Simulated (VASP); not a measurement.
Here is a VASP 6.6.1 calculation.

File INCAR:

```
SYSTEM = BiCl
PREC = Accurate
ENCUT = 600
EDIFF = 1E-6
ISMEAR = 0
SIGMA = 0.1
LREAL = .FALSE.
LASPH = .TRUE.
NELM = 100
ALGO = Normal
ISIF = 3
LWAVE = .FALSE.
LCHARG = .FALSE.
IBRION = 2
NSW = 100
EDIFFG = -0.05
```

The input KPOINTS:

```
regular mesh
0
G
  9 9 9
  0 0 0
```

File POSCAR:

```
BiCl
1.0
    1.6602647979      0.9585543280      8.1192465753
   -1.6602647979      0.9585543280      8.1192465753
    0.0000000000     -1.9171086560      8.1192465753
Bi Cl
2 2
Direct
    0.2168300000      0.2168300000      0.2168300000
    0.7831700000      0.7831700000      0.7831700000
    0.3883000000      0.3883000000      0.3883000000
    0.6117000000      0.6117000000      0.6117000000
```

Potentials or basis: VASP PAW LDA potentials, release 64 (Bi_d, Cl).

Command:

```sh
$ cat potpaw_LDA.64/Bi_d/POTCAR potpaw_LDA.64/Cl/POTCAR > POTCAR
$ mpirun -np 1 vasp_std > vasp.out
```

Question: What does it give for the relaxed cell?

Answer: a = 9.689 Å, b = 9.689 Å, c = 9.689 Å, α = 21.35°, β = 21.35°, γ = 21.35°.

Question: Estimate the space group after relaxing (to 0.1 Å).

Answer: R-3m (No. 166).

Step by step:
| step | energy change (eV) | largest force (eV/Å) | pressure (GPa) | volume (Å³) |
| --- | --- | --- | --- | --- |
| 1 | 0.0000 | 7.5635 | 52.57 | 77.53 |
| 2 | -0.7093 | 1.1188 | -8.52 | 172.73 |
| 3 | -4.7170 | 1.1006 | -3.09 | 110.11 |
| 4 | -4.8019 | 0.9723 | -1.41 | 106.86 |
| 5 | -4.8386 | 0.7595 | 1.03 | 103.00 |
| 6 | -4.8382 | 0.7967 | 0.64 | 103.56 |
| 7 | -4.8901 | 0.5596 | -0.17 | 105.50 |
| 8 | -4.9200 | 0.1987 | -1.14 | 108.28 |
| 9 | -4.9289 | 0.1825 | 0.62 | 105.62 |
| 10 | -4.9312 | 0.0735 | 0.04 | 106.45 |
| 11 | -4.9347 | 0.0480 | 0.01 | 106.17 |
| 12 | -4.9364 | 0.0020 | 0.02 | 105.66 |

Caveat: the volume moved by over 15 % at a fixed basis, so the end points are rough.
